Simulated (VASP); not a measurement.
Crystal: InPd.

```
In Pd
1.0
     0.00000    2.66000    2.66000
     2.66000    0.00000    2.66000
     2.66000    2.66000    0.00000
In Pd
1 1
Direct
  0.00000 0.00000 0.00000
  0.50000 0.50000 0.50000
```

- Program: VASP 6.6.1
- Task: relaxation of cell and atoms
- Functional: PBEsol
- Potentials or basis: VASP PAW PBE potentials, release 64 (In_d, Pd)
- Cutoff: 500 eV
- k mesh: 7 × 7 × 7
- Occupations: methfessel-paxton, width 0.1 eV
- Spin: no spin polarisation

At the start: pressure 4.4 GPa; volume 18.82 Å³/atom.

Task: Where does the relaxation end?

Result: Over 3 steps the energy falls by 9.7 meV/atom and the volume is 19.56 Å³/atom (+3.9 %); space group Fm-3m (No. 225, to 0.1 Å) before and after.

The path:
```tsv
step	energy change (eV)	largest force (eV/Å)	pressure (GPa)	volume (Å³)
1	0.0000	0.0000	4.42	37.64
2	-0.0045	0.0000	-3.23	40.54
3	-0.0194	0.0000	-0.01	39.13
```

Final structure:
```cif
data_structure
_symmetry_space_group_name_H-M 'P 1'
_symmetry_Int_Tables_number 1
_cell_length_a 3.8107
_cell_length_b 3.8107
_cell_length_c 3.8107
_cell_angle_alpha 60.000
_cell_angle_beta 60.000
_cell_angle_gamma 60.000
_cell_volume 39.13
loop_
_atom_site_label
_atom_site_type_symbol
_atom_site_fract_x
_atom_site_fract_y
_atom_site_fract_z
_atom_site_occupancy
In1 In 0.00000 0.00000 0.00000 1
Pd1 Pd 0.50000 0.50000 0.50000 1
```

Caveat: the PAW data sets were made with another functional, which shifts forces and pressure a little.
